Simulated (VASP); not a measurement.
Write the native input for VASP 6.6.1 that does the following.

* Task: single point
* Functional: PBE
* Dispersion: D4
* Potentials or basis: VASP PAW PBE potentials, release 64 (Nb_sv)
* Cutoff: 500 eV
* k mesh: 11 × 11 × 11
* Occupations: fermi-dirac, width 0.05 eV
* Spin: no spin polarisation
* Dipole correction: no
* Further INCAR settings: ALGO = Normal; EDIFF = 1e-06; NBANDS = 12

The structure of Nb lies in POSCAR:

```
Nb
1.0
   -1.6481458429      1.6481458429      1.6481458429
    1.6481458429     -1.6481458429      1.6481458429
    1.6481458429      1.6481458429     -1.6481458429
Nb
1
Direct
    0.0000000000      0.0000000000      0.0000000000
```

These files were run (other wordings do the same):

INCAR

```
ALGO     = Normal         # electronic algorithm
EDIFF    = 1E-6           # SCF threshold, eV
ENCUT    = 500            # plane-wave cutoff, eV
GGA      = PE             # functional
GGA_COMPAT= F            
ISIF     = 2              # what is computed and relaxed
ISMEAR   = -1             # smearing method
IVDW     = 13             # dispersion correction
LASPH    = T              # aspherical terms in the spheres
LCHARG   = F              # write CHGCAR
LREAL    = F              # projectors in reciprocal space
LWAVE    = F              # write WAVECAR
NBANDS   = 12             # bands
NELM     = 120            # most SCF steps
PREC     = Accurate       # precision mode
SIGMA    = 0.05           # smearing width, eV
```

KPOINTS

```
k-points
0
Gamma
  11 11 11
```

Potentials or basis: VASP PAW PBE potentials, release 64 (Nb_sv).

Command:

```bash
$ cat potpaw_PBE.64/Nb_sv/POTCAR > POTCAR
$ mpirun -np 1 vasp_std > vasp.out
```

It gave:

The pressure is -0.4 GPa and the dispersion energy per atom is -0.336 eV.

Caveat: pairwise dispersion overbinds metals, which lowers pressure and volume.

It took 20 s on 1 thread of Intel Xeon 8259CL (shared host), peak memory 0.14 GiB.
